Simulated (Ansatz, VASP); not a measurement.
**Zn2C: VASP beside Ansatz**

POSCAR

```
Zn2C
1.0
    0.0000000000      2.6318281618      2.5779490272
    2.6318281618      0.0000000000      2.5779490272
    2.6318281618      2.6318281618      0.0000000000
C Zn
1 2
Direct
    0.0000000000      0.0000000000      0.0000000000
    0.2500000000      0.2500000000      0.2500000000
    0.7500000000      0.7500000000      0.7500000000
```

Contents of INCAR.step1:

```
PREC = Accurate
ENCUT = 520
ISMEAR = -1
SIGMA = 0.02
LREAL = False
LASPH = True
NELM = 100
NBANDS = 21
GGA = PE
ALGO = Normal
EDIFF = 1E-4
LWAVE = True
LCHARG = False
```

Contents of INCAR.step2:

```
PREC = Accurate
ENCUT = 520
EDIFF = 1E-7
ISMEAR = -1
SIGMA = 0.02
LREAL = False
LASPH = True
NELM = 100
ALGO = Normal
ISIF = 2
LWAVE = False
LCHARG = False
METAGGA = R2SCAN
LMIXTAU = True
NBANDS = 21
ISTART = 1
```

File KPOINTS:

```
Automatic mesh
0
Gamma
  8 8 8
```

Input for Ansatz:

```yaml
crystal:
  lattice:
    - [0.0, 2.6318281618, 2.5779490272]
    - [2.6318281618, 0.0, 2.5779490272]
    - [2.6318281618, 2.6318281618, 0.0]
  atoms:
    - { symbol: C, position: [0.0, 0.0, 0.0] }
    - { symbol: Zn, position: [0.25, 0.25, 0.25] }
    - { symbol: Zn, position: [0.75, 0.75, 0.75] }
kpoints:
  mp_grid: { grid: [8, 8, 8] }
  band_path:
    path:
      - [0.0, 0.0, 0.0]
      - [0.5, 0.0, 0.5]
      - [0.625, 0.25, 0.625]
      - [0.375, 0.375, 0.75]
      - [0.5, 0.5, 0.5]
      - [0.5, 0.25, 0.75]
    npoints: 1
hamiltonian:
  xc: r2scan
scf:
  occupations: { method: fermi_dirac, width: 0.02 }
  n_extra_bands: 4
output:
  forces: true
  stress: true
  eigenvalues: true
```

Change from the starting cell: biaxial_xy strain +2.1%.

Alike in both runs: task single point; functional r2SCAN; k mesh 8 × 8 × 8; occupations fermi-dirac, width 0.02 eV; no spin polarisation.

```csv
,VASP,Ansatz
version,VASP 6.6.1,Ansatz 0.2.0
potentials or method,"VASP PAW PBE potentials, release 64 (C, Zn)","plane waves, PAW"
plane-wave cutoff (eV),520,500
valence electrons in the cell,28,28
```

```tsv
	VASP	Ansatz	Ansatz less VASP
pressure (GPa)	-4.9	-5.5	-0.56
traceless stress, the component that is largest in VASP (GPa)	3.16	3.07	-0.092
```

VASP's potentials were made for PBE, not for r2SCAN. The functional is the same, so the differences come from potentials, cutoffs and numerics.
